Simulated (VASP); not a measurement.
# Al (I4/mmm) in VASP: a series of runs

The runs below take Al through single point, with PBE.

Everything below comes from runs of VASP 6.6.1. Logs are shortened: lines on timing, memory, paths and dates and some standing lists are left out, and cuts for length are marked.

### Step 1. The cell of the first run

It takes space group I4/mmm (No. 139, tetragonal). Conventional cell: a = 2.729 Å, b = 2.729 Å, c = 4.151 Å, α = 90.00°, β = 90.00°, γ = 90.00°. Al (site symmetry 4/mmm) has 12 Al at 2.73 to 2.83 Å within 3.6 Å.

### Step 2. Single point, PBE (biaxial strain in the a-b plane: -4.5 %)

Input file INCAR:

```
SYSTEM = Al
  PREC = Accurate
  ENCUT = 520
  EDIFF = 1E-6
  ISMEAR = 0
  SIGMA = 0.1
  LREAL = .False.
  LASPH = .True.
  NELM = 60
  ALGO = Normal
  ISIF = 2
  LWAVE = .False.
  LCHARG = .False.
  GGA = PE
  NBANDS = 10
```

Input file KPOINTS:

```
Automatic mesh
0
Gamma
  18 18 14
  0 0 0
```

Input file POSCAR:

```
Al
1.0
    1.9298739900      1.9298739900      0.0000000000
   -1.9298739900      1.9298739900      0.0000000000
    0.0000000000      0.0000000000      4.1507446863
Al
2
Direct
    0.0000000000      0.0000000000      0.0000000000
    0.5000000000      0.5000000000      0.5000000000
```

Potentials or basis: VASP PAW PBE potentials, release 64 (Al).

The run is started by

```sh
$ cat potpaw_PBE.64/Al/POTCAR > POTCAR
$ mpirun -np 1 vasp_std > vasp.out
```

OUTCAR:

```text
SYSTEM = Al
   PREC = Accurate
   ENCUT = 520
   EDIFF = 1E-6
   ISMEAR = 0
   LREAL = .False.
   LASPH = .True.
   NELM = 60
   ISIF = 2
   GGA = PE

 ion  position               nearest neighbor table
   1  0.000  0.000  0.000-   2 2.83   2 2.83   2 2.83   2 2.83   2 2.83   2 2.83   2 2.83   2 2.83

   2  0.500  0.500  0.500-   1 2.83   1 2.83   1 2.83   1 2.83   1 2.83   1 2.83   1 2.83   1 2.83

  LATTYP: Found a simple tetragonal cell.
 ALAT       =     2.7292539703
 C/A-ratio  =     1.5208348990

  Lattice vectors:

 A1 = (   1.9298739900,   1.9298739900,   0.0000000000)
 A2 = (  -1.9298739900,   1.9298739900,   0.0000000000)
 A3 = (   0.0000000000,   0.0000000000,   4.1507446863)

Analysis of symmetry for initial positions (statically):
=====================================================================
 Subroutine PRICEL returns following result:

  LATTYP: Found a body centered tetragonal cell.
 ALAT       =     2.7292539703
 C/A-ratio  =     1.5208348990

  Lattice vectors:

 A1 = (   1.9298739900,   0.0000000000,  -2.0753723432)
 A2 = (  -1.9298739900,   0.0000000000,  -2.0753723431)
 A3 = (   0.0000000000,   1.9298739900,   2.0753723431)

   2 primitive cells build up your supercell.

 Routine SETGRP: Setting up the symmetry group for a
 simple tetragonal supercell.

 Subroutine GETGRP returns: Found 16 space group operations
 (whereof 16 operations were pure point group operations)
 out of a pool of 16 trial point group operations.

The static configuration has the point symmetry D_4h.

Analysis of symmetry for dynamics (positions and initial velocities):
=====================================================================
 Subroutine PRICEL returns following result:

  LATTYP: Found a body centered tetragonal cell.
 ALAT       =     2.7292539703
 C/A-ratio  =     1.5208348990

  Lattice vectors:

 A1 = (   1.9298739900,   0.0000000000,  -2.0753723432)
 A2 = (  -1.9298739900,   0.0000000000,  -2.0753723431)
 A3 = (   0.0000000000,   1.9298739900,   2.0753723431)

   2 primitive cells build up your supercell.

 Routine SETGRP: Setting up the symmetry group for a
 simple tetragonal supercell.

 Subroutine GETGRP returns: Found 16 space group operations
 (whereof 16 operations were pure point group operations)
 out of a pool of 16 trial point group operations.

The dynamic configuration has the point symmetry D_4h.

 Subroutine INISYM returns: Found 16 space group operations
 (whereof 16 operations are pure point group operations),
 and found     2 'primitive' translations

----------------------------------------------------------------------------------------

                                     Primitive cell

  volume of cell :      15.4591

  direct lattice vectors                    reciprocal lattice vectors
     1.929873990  0.000000000 -2.075372343     0.259084273  0.259084273 -0.240920624
    -1.929873990  0.000000000 -2.075372343    -0.259084273  0.259084273 -0.240920624
     0.000000000  1.929873990  2.075372343     0.000000000  0.518168546  0.000000000

  length of vectors
     2.834004936  2.834004936  2.834004936     0.438511195  0.438511195  0.518168546

  position of ions in fractional coordinates (direct lattice)
     0.000000000  0.000000000  0.000000000

  ion indices of the primitive-cell ions
   primitive index   ion index
                 1           1

----------------------------------------------------------------------------------------

 KPOINTS: Automatic mesh

Automatic generation of k-mesh.
 Grid dimensions read from file:
 generate k-points for:   18   18   14

 Generating k-lattice:

  Cartesian coordinates                     Fractional coordinates (reciprocal lattice)
     0.014393571  0.014393571  0.000000000     0.055555556  0.000000000  0.000000000
    -0.014393571  0.014393571  0.000000000     0.000000000  0.055555556  0.000000000
     0.000000000  0.000000000  0.017208616     0.000000000  0.000000000  0.071428571

  Length of vectors
     0.020355583  0.020355583  0.017208616

  Shift w.r.t. Gamma in fractional coordinates (k-lattice)
     0.000000000  0.000000000  0.000000000

 Subroutine IBZKPT returns following result:
 ===========================================

 Found    440 irreducible k-points:

 Following reciprocal coordinates:
            Coordinates               Weight
  0.000000  0.000000  0.000000      1.000000
  0.055556  0.000000  0.000000      4.000000
  0.111111  0.000000  0.000000      4.000000
  0.166667  0.000000  0.000000      4.000000
  0.222222  0.000000  0.000000      4.000000
  0.277778  0.000000  0.000000      4.000000
[... 16 lines left out ...]
  0.277778  0.111111  0.000000      8.000000
  0.333333  0.111111  0.000000      8.000000
 [... further k-points ...]
   k-points           NKPTS =    440   k-points in BZ     NKDIM =    440   number of bands    NBANDS=     10
   number of dos      NEDOS =    301   number of ions     NIONS =      2
   total plane-waves  NPLWV =  12800
   dimension x,y,z NGX =    20 NGY =   20 NGZ =   32
   dimension x,y,z NGXF=    40 NGYF=   40 NGZF=   64
   ions per type =               2
   NGX,Y,Z   is equivalent  to a cutoff of  12.18, 12.18, 12.82 a.u.
   NGXF,Y,Z  is equivalent  to a cutoff of  24.37, 24.37, 25.63 a.u.
 SYSTEM =  Al
   PREC   = accura    normal or accurate (medium, high low for compatibility)
   ISTART =      0    job   : 0-new  1-cont  2-samecut
   ICHARG =      2    charge: 1-file 2-atom 10-const
   ISPIN  =      1    spin polarized calculation?
   LNONCOLLINEAR =      F non collinear calculations
   LSORBIT =      F    spin-orbit coupling
   LASPH  =      T    aspherical Exc in radial PAW
   ENCUT  =  520.0 eV  38.22 Ry    6.18 a.u.   5.07  5.07  7.72*2*pi/ulx,y,z
   NELM   =     60;   NELMIN=  2; NELMDL= -5     # of ELM steps
   EDIFF  = 0.1E-05   stopping-criterion for ELM
   LREAL  =      F    real-space projection
   EDIFFG = 0.1E-04   stopping-criterion for IOM
   NSW    =      0    number of steps for IOM
   IBRION =     -1    ionic relax: 0-MD 1-quasi-New 2-CG
   NFREE  =      0    steps in history (QN), initial steepest desc. (CG)
   ISIF   =      2    stress and relaxation
   ISYM   =      2    0-nonsym 1-usesym 2-fastsym
   POTIM  = 0.5000    time-step for ionic-motion
   TEBEG  =    0.0;   TEEND  =   0.0 temperature during run
   PSTRESS=    0.0 pullay stress
   NELECT =       6.0000    total number of electrons
   NUPDOWN=      -1.0000    fix difference up-down
   EMIN   =  10.00;   EMAX   =-10.00  energy-range for DOS
   EFERMI =   0.00;   METHOD = LEGACY
   ISMEAR =     0;   SIGMA  =   0.10  broadening in eV -4-tet -1-fermi 0-gaus
   EFERMI_NEDOS =   21; number of points for ismear=-14 and -15
   IALGO  =     38    algorithm
   IMIX   =      4    mixing-type and parameters
     AMIX     =   0.40;   BMIX     =  1.00
     AMIX_MAG =   1.60;   BMIX_MAG =  1.00
  volume/ion in A,a.u.               =      15.46       104.32
  Fermi-wavevector in a.u.,A,eV,Ry     =   0.947809  1.791098 12.222671  0.898341
  Thomas-Fermi vector in A             =   2.075937
   LORBIT       =      0    0 simple, 1 ext, 2 COOP (PROOUT), +10 PAW based schemes
   GGA     = PE    functional components
   LHFCALC =     F    Hartree Fock is set to
   AEXX    =    0.0000 exact exchange contribution
   IVDW    =     0    specifies the selected vdW correction
   LEPSILON=     F    determine dielectric tensor
   LRPA    =     F    only Hartree local field effects (RPA)
 non-spin polarized calculation
 Gauss-broadening in eV      SIGMA  =   0.10
  energy-cutoff  :      520.00
  volume of cell :       30.92
 maximum number of plane-waves:       848
   NGX = 11   NGY = 11   NGZ = 15

 number of electron       6.0000000 magnetization

 Free energy of the ion-electron system (eV)
  ---------------------------------------------------
  ext. energy  EPLUGINS =         0.00000000
  ---------------------------------------------------
  free energy    TOTEN  =        -7.43522220 eV

  energy without entropy =       -7.43213693  energy(sigma->0) =       -7.43367956

 E-fermi :   8.6979     XC(G=0): -10.4346

 val. band max:        8.6893827808   @ k =   0.5000   0.4444   0.3571
 cond. band min:       8.7169428603   @ k =   0.3889   0.3889   0.2143
 fundamental gap:      0.0275600795
 Fermi energy:         8.6978986799

 k-point     1 :       0.0000    0.0000    0.0000
  band No.  band energies     occupation
      1      -2.8954      2.00000
      2       4.9312      2.00000
      3       6.0801      2.00000
      4      14.5660      0.00000
      5      15.5669      0.00000
      6      15.5669      0.00000
      7      19.3262      0.00000
      8      21.1849      0.00000
      9      22.0358      0.00000
     10      22.0358      0.00000

 k-point     2 :       0.0556    0.0000    0.0000
  band No.  band energies     occupation
      1      -2.8340      2.00000
      2       4.9873      2.00000
      3       6.1391      2.00000
      4      13.4794      0.00000
      5      15.6183      0.00000
      6      16.2437      0.00000
      7      19.8860      0.00000
      8      20.6294      0.00000
      9      20.9889      0.00000
     10      22.0953      0.00000

 k-point     3 :       0.1111    0.0000    0.0000
  band No.  band energies     occupation
      1      -2.6503      2.00000
      2       5.1557      2.00000
      3       6.3150      2.00000
      4      11.8813      0.00000
      5      15.7727      0.00000
      6      16.8437      0.00000
      7      19.3114      0.00000
      8      19.4991      0.00000
      9      21.3317      0.00000
     10      22.2737      0.00000

 k-point     4 :       0.1667    0.0000    0.0000
  band No.  band energies     occupation
      1      -2.3446      2.00000
      2       5.4364      2.00000
      3       6.6019      2.00000
      4      10.2592      0.00000
      5      16.0300      0.00000
      6      17.3125      0.00000
      7      17.6182      0.00000
      8      18.2070      0.00000
      9      22.5706      0.00000
     10      23.2262      0.00000

 k-point     5 :       0.2222    0.0000    0.0000
  band No.  band energies     occupation
      1      -1.9179      2.00000
      2       5.8297      2.00000
      3       6.9687      2.00000
      4       8.7209      0.74512
      5      15.9986      0.00000
      6      16.3908      0.00000
      7      16.8748      0.00000
      8      17.8034      0.00000
      9      22.9856      0.00000
     10      24.3243      0.00000

 k-point     6 :       0.2778    0.0000    0.0000
  band No.  band energies     occupation
      1      -1.3713      2.00000
      2       6.3358      2.00000
      3       6.8780      2.00000
      4       7.8311      2.00000
      5      14.4772      0.00000
      6      15.5544      0.00000
      7      16.8553      0.00000
      8      18.3704      0.00000
      9      23.5179      0.00000
     10      24.2316      0.00000
[... 183 lines left out ...]
 k-point    21 :       0.1667    0.1111    0.0000
  band No.  band energies     occupation
      1      -2.1006      2.00000
      2       5.6610      2.00000
      3       6.8354      2.00000
      4      10.2951      0.00000
      5      13.1388      0.00000
      6      17.8456      0.00000
      7      18.0099      0.00000
      8      19.8268      0.00000
      9      20.5419      0.00000
     10      22.2501      0.00000

 k-point    22 :       0.2222    0.1111    0.0000
  band No.  band energies     occupation
      1      -1.6746      2.00000
      2       6.0545      2.00000
      3       7.2021      2.00000
      4       8.8749      0.01229
      5      13.3800      0.00000
      6      16.2251      0.00000
      7      16.8853      0.00000
      8      20.2267      0.00000
      9      21.1763      0.00000
     10      22.3224      0.00000

 k-point    23 :       0.2778    0.1111    0.0000
  band No.  band energies     occupation
      1      -1.1291      2.00000
      2       6.5608      2.00000
      3       7.0971      2.00000
      4       8.0365      2.00000
      5      13.8249      0.00000
      6      14.7034      0.00000
      7      15.6626      0.00000
      8      20.7401      0.00000
      9      21.4681      0.00000
     10      21.7667      0.00000

 k-point    24 :       0.3333    0.1111    0.0000
  band No.  band energies     occupation
      1      -0.4653      2.00000
      2       5.8346      2.00000
      3       7.1804      2.00000
      4       8.5347      1.97901
      5      13.2893      0.00000
      6      14.4081      0.00000
      7      14.4320      0.00000
      8      20.1844      0.00000
      9      21.3660      0.00000
     10      22.4034      0.00000

 [... further k-points ...]
[... 5 lines left out ...]
  --------------------------------------------------------------------------------------
  -------------------------------------------------------------------------------------
  Total        1.4719407      1.4719407      0.6660668      0.0000000      0.0000000      0.0000000
  in kB       76.2758362     76.2758362     34.5155209      0.0000000      0.0000000      0.0000000
  external PRESSURE =      62.3557311 kB  Pullay stress =       0.0000000 kB

 VOLUME and BASIS-vectors are now :
 -----------------------------------------------------------------------------
  energy-cutoff  :      520.00
  volume of cell :       30.92
      direct lattice vectors                 reciprocal lattice vectors
     1.929873990  1.929873990  0.000000000     0.259084273  0.259084273  0.000000000
    -1.929873990  1.929873990  0.000000000    -0.259084273  0.259084273  0.000000000
     0.000000000  0.000000000  4.150744686     0.000000000  0.000000000  0.240920624

 POSITION                                       TOTAL-FORCE (eV/Angst)
 -----------------------------------------------------------------------------------
      0.00000      0.00000      0.00000        -0.000000      0.000000     -0.000000
      0.00000      1.92987      2.07537         0.000000     -0.000000      0.000000
 -----------------------------------------------------------------------------------
    total drift:                               -0.000000     -0.000000     -0.000000

  FREE ENERGIE OF THE ION-ELECTRON SYSTEM (eV)
  ---------------------------------------------------
  free  energy   TOTEN  =        -7.4352221952 eV

  energy  without entropy=       -7.4321369277  energy(sigma->0) =       -7.43367956
```

Wall time 33 s (1 thread of Intel Xeon Platinum 8488C (Sapphire Rapids), shared host); peak memory 0.21 GiB.

What came out:

```yaml
Free_energy: -7.4352 eV
Pressure: 6.2 GPa
Band_gap_on_the_k_mesh: zero (band 3 reaches 15.49 eV, above the bottom of band 4 at 4.25 eV)
```

Stress tensor (GPa, compression positive):
```
7.63 0.00 0.00
0.00 7.63 0.00
0.00 0.00 3.45
```

Caveat: the cell differs from its parent crystal (biaxial strain in the a-b plane: -4.5 %).

### Step 3. Single point, PBE (biaxial strain in the a-b plane: -3.0 %)

Input file INCAR:

```
  ALGO = Normal
  EDIFF = 1E-7
  ENCUT = 520
  GGA = PE
  ISIF = 2
  ISMEAR = 0
  LASPH = T
  LCHARG = F
  LREAL = F
  LWAVE = F
  NBANDS = 10
  NELM = 100
  PREC = Accurate
  SIGMA = 0.1
```

Input file KPOINTS:

```
k-points
0
Gamma
  18 18 14
```

Input file POSCAR:

```
Al
1.0
    1.9601861469      1.9601861469      0.0000000000
   -1.9601861469      1.9601861469      0.0000000000
    0.0000000000      0.0000000000      4.1143700980
Al
2
Direct
    0.0000000000      0.0000000000      0.0000000000
    0.5000000000      0.5000000000      0.5000000000
```

Potentials or basis: VASP PAW PBE potentials, release 64 (Al).

The run is started by

```sh
$ cat potpaw_PBE.64/Al/POTCAR > POTCAR
$ mpirun -np 1 vasp_std > vasp.out
```

It took 36 s on 1 thread of Intel Xeon Platinum 8488C (Sapphire Rapids), shared host; peak memory 0.23 GiB.

It converged, with:

```
Free energy            : -7.4675 eV
Pressure               : 3.7 GPa
Band gap on the k mesh : zero (band 3 reaches 15.73 eV, above the bottom of band 4 at 4.03 eV)
```

Stress tensor (GPa, compression positive):
```
4.75 0.00 0.00
0.00 4.75 0.00
0.00 0.00 1.74
```

Levels at points of the mesh, in eV from the Fermi level:
```tsv
k point	band 1	band 2	band 3	band 4	band 5	band 6	band 7
(0.00, 0.00, 0.00)	-11.44	-3.49	-2.28	5.65	6.41	6.41	10.08
(0.50, 0.00, 0.00)	-6.71	-6.71	0.93	0.93	2.35	2.35	10.50
(0.50, 0.50, 0.00)	-2.79	-2.79	-1.28	-1.28	5.10	5.10	5.34
(0.00, 0.00, 0.50)	-9.27	-9.27	7.27	7.27	7.77	7.77	8.25
(0.50, 0.00, 0.50)	-4.77	-4.77	-4.44	-4.44	11.03	11.03	11.12
(0.50, 0.50, 0.50)	-0.80	-0.80	-0.80	-0.80	0.28	0.28	1.55
```

Caveat: the cell differs from its parent crystal (biaxial strain in the a-b plane: -3.0 %).
